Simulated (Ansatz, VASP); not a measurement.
# Two plane-wave programs on SnBiO2

```
CELL_PARAMETERS angstrom
4.53838 0.00000 0.00000
-2.26919 3.93035 0.00000
0.00000 0.00000 4.83306
ATOMIC_POSITIONS crystal
Sn 0.00000 0.00000 0.50000
Bi 0.00000 0.00000 0.00000
O 0.33333 0.66667 0.00000
O 0.66667 0.33333 0.00000
```

Alike in both runs: task relaxation of cell and atoms; functional PBE; k mesh 6 × 6 × 4; occupations gaussian, width 0.1 eV; no spin polarisation.

|  | VASP | Ansatz |
| --- | --- | --- |
| version | VASP 6.6.1 | Ansatz 0.2.0 |
| potentials or method | VASP PAW PBE potentials, release 64 (Sn_d, Bi_d, O), cutoff 600 eV | scalar-relativistic, plane waves, PAW |
| valence electrons in the cell | 41 | 41 |

|  | VASP | Ansatz | Ansatz less VASP |
| --- | --- | --- | --- |
| gap on the k mesh at the Fermi level, each at its own relaxed structure (eV) | none | none | - |
| relaxed volume (Å³/atom) | 21.52 | 21.66 | +0.132 |
| relaxed cell length with the largest relative difference (Å) | 6.116 | 6.177 | +0.0606 |

A gap of «none» marks a metal or a gap that the smearing closes.

Spin-orbit coupling is off throughout.
